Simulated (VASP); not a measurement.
# Y2SiSe (P4mm) in VASP: notebook, part 2 of 2

VASP 6.6.1.

### Step 3. Relaxation of cell and atoms, PBE

This run uses another cell than the first one, of 23.48 Å³/atom, 0.875 times its volume.

Contents of INCAR:

```
SYSTEM = Y2SiSe
ALGO = Normal
EDIFF = 1E-7
EDIFFG = -0.04
ENCUT = 600
GGA = PE
IBRION = 2
ISIF = 3
ISMEAR = 0
LASPH = .True.
LCHARG = .False.
LREAL = .False.
LWAVE = .False.
NELM = 100
NSW = 90
PREC = Accurate
SIGMA = 0.1
```

Contents of KPOINTS:

```
k-points
0
Gamma
  4 4 6
  0 0 0
```

Contents of POSCAR:

```
Y2SiSe
1.0
    5.2050042318      0.0000000000      0.0000000000
    0.0000000000      5.2050042318      0.0000000000
    0.0000000000      0.0000000000      3.4664401723
Y Si Se
2 1 1
Direct
    0.5000000000      0.0000000000      0.9020282722
    0.0000000000      0.5000000000      0.9020282722
    0.5000000000      0.5000000000      0.4575745597
    0.0000000000      0.0000000000      0.2619402860
```

Potentials or basis: VASP PAW PBE potentials, release 64 (Y_sv, Si, Se).

Launch:

```
$ cat potpaw_PBE.64/Y_sv/POTCAR potpaw_PBE.64/Si/POTCAR potpaw_PBE.64/Se/POTCAR > POTCAR
$ mpirun -np 1 vasp_std > vasp.out
```

OUTCAR:

```text
SYSTEM = Y2SiSe
   EDIFF = 1E-7
   EDIFFG = -0.04
   ENCUT = 600
   GGA = PE
   IBRION = 2
   ISIF = 3
   ISMEAR = 0
   LASPH = .True.
   LREAL = .False.
   NELM = 100
   NSW = 90
   PREC = Accurate

 ion  position               nearest neighbor table
   1  0.500  0.000  0.902-   4 2.89   4 2.89   3 3.02   3 3.02   3 3.24   3 3.24   4 3.42   4 3.42
                             2 3.68   2 3.68   2 3.68   2 3.68
   2  0.000  0.500  0.902-   4 2.89   4 2.89   3 3.02   3 3.02   3 3.24   3 3.24   4 3.42   4 3.42
                             1 3.68   1 3.68   1 3.68   1 3.68
   3  0.500  0.500  0.458-   1 3.02   2 3.02   1 3.02   2 3.02   1 3.24   1 3.24   2 3.24   2 3.24

   4  0.000  0.000  0.262-   1 2.89   2 2.89   2 2.89   1 2.89   2 3.42   1 3.42   1 3.42   2 3.42

  LATTYP: Found a simple tetragonal cell.
 ALAT       =     5.2050042318
 C/A-ratio  =     0.6659822006

  Lattice vectors:

 A1 = (   5.2050042318,   0.0000000000,   0.0000000000)
 A2 = (   0.0000000000,   5.2050042318,   0.0000000000)
 A3 = (   0.0000000000,   0.0000000000,   3.4664401723)

Analysis of symmetry for initial positions (statically):
=====================================================================
 Subroutine PRICEL returns:
 Original cell was already a primitive cell.

[... 165 lines left out ...]

 number of electron      31.9999999 magnetization

 Free energy of the ion-electron system (eV)
  ---------------------------------------------------
  ext. energy  EPLUGINS =         0.00000000
  ---------------------------------------------------
  free energy    TOTEN  =       -25.67256348 eV

  energy without entropy =      -25.66268941  energy(sigma->0) =      -25.66762645

------------------------ aborting loop because EDIFF is reached ----------------------------------------

  FORCE on cell =-STRESS in cart. coord.  units (eV):
  Direction    XX          YY          ZZ          XY          YZ          ZX
  --------------------------------------------------------------------------------------
  -------------------------------------------------------------------------------------
  Total       -0.2587772     -0.2587772      0.6790472      0.0000000      0.0000000      0.0000000
  in kB       -4.4147974     -4.4147974     11.5846958      0.0000000      0.0000000      0.0000000
  external PRESSURE =       0.9183670 kB  Pullay stress =       0.0000000 kB
[... 63 lines left out ...]
--------------------------------------- Ionic step        3  -------------------------------------------

 number of electron      31.9999998 magnetization

 Free energy of the ion-electron system (eV)
  ---------------------------------------------------
  ext. energy  EPLUGINS =         0.00000000
  ---------------------------------------------------
  free energy    TOTEN  =       -25.67839630 eV

  energy without entropy =      -25.66855913  energy(sigma->0) =      -25.67347772

 E-fermi :   5.0724     XC(G=0): -10.1405

 val. band max:        5.0453961249   @ k =   0.0000   0.0000   0.1667
 cond. band min:       5.0753262643   @ k =   0.2500   0.2500   0.0000
 fundamental gap:      0.0299301394
 Fermi energy:         5.0723565294

 k-point     1 :       0.0000    0.0000    0.0000
  band No.  band energies     occupation
      1     -37.8997      2.00000
      2     -37.8644      2.00000
      3     -18.0484      2.00000
      4     -18.0484      2.00000
      5     -17.7615      2.00000
      6     -17.7615      2.00000
[... 572 lines left out ...]
  FREE ENERGIE OF THE ION-ELECTRON SYSTEM (eV)
  ---------------------------------------------------
  free  energy   TOTEN  =       -25.6783962966 eV

  energy  without entropy=      -25.6685591335  energy(sigma->0) =      -25.67347772

 reached required accuracy - stopping structural energy minimisation
```

Wall time 66 s (1 thread of Intel Xeon 6975P-C (Granite Rapids), shared host); peak memory 0.26 GiB.

Results:

```
Free energy                            : -25.6784 eV
Relaxed volume                         : 23.55 Å³/atom
Relaxed cell                           : a = 5.179 Å, b = 5.179 Å, c = 3.511 Å, α = 90.00°, β = 90.00°, γ = 90.00°
Space group after relaxing (to 0.05 Å) : P4mm (No. 99)
Energy gained by relaxing              : 1.5 meV/atom
Ionic steps                            : 3
Pressure after relaxing                : 0.1 GPa
Largest force after relaxing           : 0.036 eV/Å
Band gap on the k mesh                 : zero (band 16 reaches 5.20 eV, above the bottom of band 17 at 4.75 eV)
```

Forces on the atoms (eV/Å):
```
Y    0.000  0.000 -0.031
Y    0.000  0.000 -0.031
Si   0.000  0.000  0.025
Se   0.000  0.000  0.036
```

Step by step:
| step | energy change (eV) | largest force (eV/Å) | pressure (GPa) | volume (Å³) |
| --- | --- | --- | --- | --- |
| 1 | 0.0000 | 0.0335 | 0.09 | 93.91 |
| 2 | -0.0050 | 0.0353 | 0.08 | 94.09 |
| 3 | -0.0058 | 0.0364 | 0.08 | 94.19 |

Final structure:
```cif
data_structure
_symmetry_space_group_name_H-M 'P 1'
_symmetry_Int_Tables_number 1
_cell_length_a 5.1794
_cell_length_b 5.1794
_cell_length_c 3.5112
_cell_angle_alpha 90.000
_cell_angle_beta 90.000
_cell_angle_gamma 90.000
_cell_volume 94.19
loop_
_atom_site_label
_atom_site_type_symbol
_atom_site_fract_x
_atom_site_fract_y
_atom_site_fract_z
_atom_site_occupancy
Y1 Y 0.50000 0.00000 0.90155 1
Y2 Y 0.00000 0.50000 0.90155 1
Si1 Si 0.50000 0.50000 0.45779 1
Se1 Se 0.00000 0.00000 0.26267 1
```

### Step 4. Single point, PBE

This run uses another cell than the first one, of 23.20 Å³/atom, 0.865 times its volume.

Contents of INCAR:

```
PREC = Accurate ; ENCUT = 520
EDIFF = 1E-7 ; ISMEAR = 0
SIGMA = 0.1 ; LREAL = False
LASPH = True ; NELM = 80
ALGO = Normal ; ISIF = 2
LWAVE = False ; LCHARG = True
GGA = PE ; LELF = True
LVHAR = True ; NBANDS = 24
```

Contents of KPOINTS:

```
regular mesh
0
Gamma
  10 10 14
```

Contents of POSCAR:

```
Y2SiSe
1.0
    5.1800961417      0.0000000000      0.0000000000
    0.0000000000      5.1800961417      0.0000000000
    0.0000000000      0.0000000000      3.4590221333
Y Si Se
2 1 1
Direct
    0.5000000000      0.0000000000      0.8907645914
    0.0000000000      0.5000000000      0.8907645914
    0.5000000000      0.5000000000      0.4496202972
    0.0000000000      0.0000000000      0.2924219102
```

Launch:

```
$ cat potpaw_PBE.64/Y_sv/POTCAR potpaw_PBE.64/Si/POTCAR potpaw_PBE.64/Se/POTCAR > POTCAR
$ mpirun -np 1 vasp_std > vasp.out
```

Run time: 2.6 min. Hardware: 1 thread of Intel Xeon 6975P-C (Granite Rapids), shared host; peak memory 0.51 GiB.

It converged, with:

* Free energy: -25.6848 eV
* Pressure: 0.0 GPa
* Band gap on the k mesh: zero (band 16 reaches 5.35 eV, above the bottom of band 17 at 4.76 eV)

Levels at points of the mesh, in eV from the Fermi level:
```tsv
k point	band 13	band 14	band 15	band 16	band 17	band 18	band 19	band 20
(0.00, 0.00, 0.00)	-1.77	-0.90	-0.89	-0.09	-0.06	-0.06	1.97	2.56
(0.50, 0.00, 0.00)	-3.03	-1.75	-1.34	-0.02	0.48	1.47	2.09	2.10
(0.50, 0.50, 0.00)	-1.68	-1.47	-1.47	0.03	0.03	0.71	3.15	4.00
(0.00, 0.00, 0.50)	-4.47	-3.72	-1.06	-1.06	0.25	3.10	3.10	3.52
(0.50, 0.00, 0.50)	-3.44	-2.40	-2.08	-0.45	1.15	1.20	1.24	1.36
(0.50, 0.50, 0.50)	-3.65	-2.18	-1.02	-1.02	1.43	1.43	1.44	1.52
```

### Step 5. Overview

| task | cell | k mesh | cutoff (eV) | gap on the mesh (eV) | pressure (GPa) | relaxed volume (Å³/atom) | largest force (eV/Å) |
| --- | --- | --- | --- | --- | --- | --- | --- |
| relaxation of cell and atoms | relaxed from a = 4.940, b = 4.940, c = 4.400 Å, 4 atoms | 4 × 4 × 4 | 600 | none | 0.1 | 23.06 | 0.02 |
| relaxation of cell and atoms | relaxed from a = 5.205, b = 5.205, c = 3.466 Å, 4 atoms | 4 × 4 × 6 | 600 | none | 0.1 | 23.55 | 0.04 |
| single point | a = 5.180, b = 5.180, c = 3.459 Å, 4 atoms | 10 × 10 × 14 | 520 | none | 0.0 | - | - |

Alike in all rows: level PBE; potentials or basis VASP PAW PBE potentials, release 64 (Y_sv, Si, Se); no spin polarisation; smearing gaussian 0.1 eV.

Absolute energies hang on the potentials; compare differences alone.
